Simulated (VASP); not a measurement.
Here is a VASP 6.6.1 calculation.

The input INCAR:

```
SYSTEM = ScAl
  PREC = Accurate
  ENCUT = 520
  EDIFF = 1E-7
  ISMEAR = 0
  SIGMA = 0.15
  LREAL = .False.
  LASPH = .True.
  NELM = 80
  ALGO = Normal
  ISIF = 2
  LWAVE = .False.
  LCHARG = .False.
  NBANDS = 14
```

Contents of KPOINTS:

```
Automatic mesh
0
Gamma
  16 16 16
  0 0 0
```

File POSCAR:

```
ScAl
1.0
    3.3703489700      0.0000000000      0.0000000000
    0.0000000000      3.3703489700      0.0000000000
    0.0000000000      0.0000000000      3.3703489700
Sc Al
1 1
Direct
    0.5000000000      0.5000000000      0.5000000000
    0.0000000000      0.0000000000      0.0000000000
```

Potentials or basis: VASP PAW LDA potentials, release 64 (Sc_sv, Al).

Run with:

```console
$ cat potpaw_LDA.64/Sc_sv/POTCAR potpaw_LDA.64/Al/POTCAR > POTCAR
$ mpirun -np 1 vasp_std > vasp.out
```

**Question.** What does it give for the pressure?

**Answer.** -4.2 GPa.

**Question.** What does it give for the band gap on the k mesh?

**Answer.** Zero (band 7 reaches 6.13 eV, above the bottom of band 8 at 5.00 eV).
